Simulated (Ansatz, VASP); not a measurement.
# PtS2: VASP beside Ansatz

The input INCAR:

```
SYSTEM = PtS2
PREC = Accurate ; ENCUT = 520
EDIFF = 1E-6 ; ISMEAR = 0
SIGMA = 0.05 ; LREAL = .False.
LASPH = .True. ; NELM = 100
ALGO = Normal ; ISIF = 2
LWAVE = .False. ; LCHARG = .True.
GGA = PE ; LELF = .True.
LVHAR = .True. ; NBANDS = 18
```

Contents of KPOINTS:

```
regular mesh
0
Gamma
  12 12 8
  0 0 0
```

The input POSCAR:

```
PtS2
1.0
    3.7077102275      0.0007086399      0.0020550557
   -1.8532414136      3.1886771465     -0.0004445127
    0.0029225040      0.0009573720      5.2331969040
Pt S
1 2
Direct
   -0.0393323501     -0.0020954859     -0.0117309677
    0.3304068537      0.6280354232      0.2461855997
    0.7089254964      0.3740600627      0.7655433833
```

Input for Ansatz:

```yaml
crystal:
  lattice:
    - [3.7077102275, 0.0007086399, 0.0020550557]
    - [-1.8532414136, 3.1886771465, -0.0004445127]
    - [0.002922504, 0.000957372, 5.233196904]
  atoms:
    - { symbol: Pt, position: [-0.0393323501, -0.0020954859, -0.0117309677] }
    - { symbol: S, position: [0.3304068537, 0.6280354232, 0.2461855997] }
    - { symbol: S, position: [0.7089254964, 0.3740600627, 0.7655433833] }
basis:
  ecutwfc: 420
kpoints:
  mp_grid: { grid: [12, 12, 8] }
hamiltonian:
  xc: pbe
scf:
  occupations: { method: gaussian, width: 0.05 }
output:
  forces: true
  stress: true
  eigenvalues: true
```

Change from the starting cell: all atoms moved at random, cell strained at random.

Alike in both runs: task single point; functional PBE; k mesh 12 × 12 × 8; occupations gaussian, width 0.05 eV; no spin polarisation.

```csv
,VASP,Ansatz
version,VASP 6.6.1,Ansatz 0.2.0
potentials or method,"VASP PAW PBE potentials, release 64 (Pt, S), cutoff 520 eV","scalar-relativistic, plane waves, PAW"
valence electrons in the cell,22,30
```

Ansatz gave:

```
gap on the k mesh at the Fermi level (eV)                     : 0.44
least direct gap on the mesh (eV)                             : 0.60
pressure (GPa)                                                : -5.3
traceless stress, the component that is largest in VASP (GPa) : 4.64
rms of the force components (eV/Å)                            : 1.090
```

What did VASP give for the same quantities?

gap on the k mesh at the Fermi level (eV): 0.44; least direct gap on the mesh (eV): 0.60; pressure (GPa): -5.6; traceless stress, the component that is largest in VASP (GPa): 4.60; rms of the force components (eV/Å): 1.090.

Atom by atom the forces differ by 0.015 eV/Å (rms over components). With one functional, cell and mesh, what is left measures potentials, basis and numerics. VASP's potentials hold 22 valence electrons a cell and Ansatz's 30, so a difference there can come from the potentials and not from the codes.

Neither program's run includes spin-orbit coupling.
